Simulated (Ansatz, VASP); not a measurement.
One calculation of BN, two programs

Contents of INCAR:

```
PREC     = Accurate       # precision mode
ENCUT    = 520            # plane-wave cutoff, eV
EDIFF    = 1E-6           # SCF threshold, eV
ISMEAR   = 0              # smearing method
SIGMA    = 0.05           # smearing width, eV
LREAL    = F              # projectors in reciprocal space
LASPH    = T              # aspherical terms in the spheres
NELM     = 80             # most SCF steps
ALGO     = Normal         # electronic algorithm
ISIF     = 2              # what is computed and relaxed
LWAVE    = F              # write WAVECAR
LCHARG   = F              # write CHGCAR
GGA      = PS             # functional
NBANDS   = 16             # bands
```

The input KPOINTS:

```
regular mesh
0
Gamma
  12 12 4
```

File POSCAR:

```
BN
1.0
    2.4998096451      0.0000000000      0.0000000000
   -1.2499048226      2.1648986573      0.0000000000
    0.0000000000      0.0000000000      7.7341610610
B N
2 2
Direct
    0.3333333333      0.6666666667      0.2500000000
    0.6666666667      0.3333333333      0.7500000000
    0.3333333333      0.6666666667      0.7500000000
    0.6666666667      0.3333333333      0.2500000000
```

Input for Ansatz:

```yaml
crystal:
  lattice:
    - [2.4998096451, 0.0, 0.0]
    - [-1.2499048226, 2.1648986573, 0.0]
    - [0.0, 0.0, 7.734161061]
  atoms:
    - { symbol: B, position: [0.3333333333, 0.6666666667, 0.25] }
    - { symbol: B, position: [0.6666666667, 0.3333333333, 0.75] }
    - { symbol: "N", position: [0.3333333333, 0.6666666667, 0.75] }
    - { symbol: "N", position: [0.6666666667, 0.3333333333, 0.25] }
basis:
  ecutwfc: 520.0
kpoints:
  mp_grid: { grid: [12, 12, 4] }
hamiltonian:
  xc: pbesol
  pseudopotentials: { kind: paw, azcp: { folder: soft_1 } }
scf:
  occupations: { method: gaussian, width: 0.05 }
output:
  forces: true
  stress: true
  eigenvalues: true
```

Alike in both runs: task single point; functional PBEsol; k mesh 12 × 12 × 4; occupations gaussian, width 0.05 eV; no spin polarisation.

|  | VASP | Ansatz |
| --- | --- | --- |
| version | VASP 6.6.1 | Ansatz 0.2.0 |
| potentials or method | VASP PAW PBE potentials, release 64 (B, N), cutoff 520 eV | scalar-relativistic, plane waves, PAW |
| valence electrons in the cell | 16 | 16 |

```csv
,VASP,Ansatz,Ansatz less VASP
gap on the k mesh at the Fermi level (eV),4.43,4.43,+0.007
least direct gap on the mesh (eV),4.63,4.63,+0.003
pressure (GPa),1.2,0.8,-0.40
"traceless stress, the component that is largest in VASP (GPa)",-1.67,-1.14,+0.524
```

VASP's potentials were made for PBE, not for PBEsol, and Ansatz warns of the same on its side.
